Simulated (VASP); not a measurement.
Zr4B, 5 atoms in the cell. It takes space group Im-3m (No. 229, cubic). The conventional cell has a = 5.906 Å, b = 5.906 Å, c = 5.906 Å, α = 90.00°, β = 90.00°, γ = 90.00°. Within 3.4 Å of Zr (site symmetry -3m) lie 2 B at 2.56 Å and 6 Zr at 2.95 Å. B (site symmetry m-3m) has 8 Zr at 2.56 Å within 3.4 Å. The cell was generated, and may not be a known phase.

* Program: VASP 6.6.1
* Task: relaxation of cell and atoms
* Functional: PBE
* Potentials or basis: VASP PAW PBE potentials, release 64 (Zr_sv, B)
* Cutoff: 600 eV
* k mesh: 10 × 10 × 10
* Occupations: gaussian, width 0.1 eV
* Spin: no spin polarisation
* Dipole correction: no
* Further INCAR settings: ALGO = Fast; EDIFF = 1e-07; IBRION = 2; EDIFFG = -0.01; NSW = 100; ISIF = 3

Potentials or basis: VASP PAW PBE potentials, release 64 (Zr_sv, B).

Run with:

```bash
$ cat potpaw_PBE.64/Zr_sv/POTCAR potpaw_PBE.64/B/POTCAR > POTCAR
$ mpirun -np 1 vasp_std > vasp.out
```

Hardware: 1 thread of Intel(R) Xeon(R) Platinum 8488C (Sapphire Rapids), on a shared host.

Q: Estimate the wall time of this run.

A: It took 4.5 min on 1 thread of Intel(R) Xeon(R) Platinum 8488C (Sapphire Rapids) (shared host), peak memory 0.34 GiB. Counts: scf iterations 25, k points 47, ion steps 1.
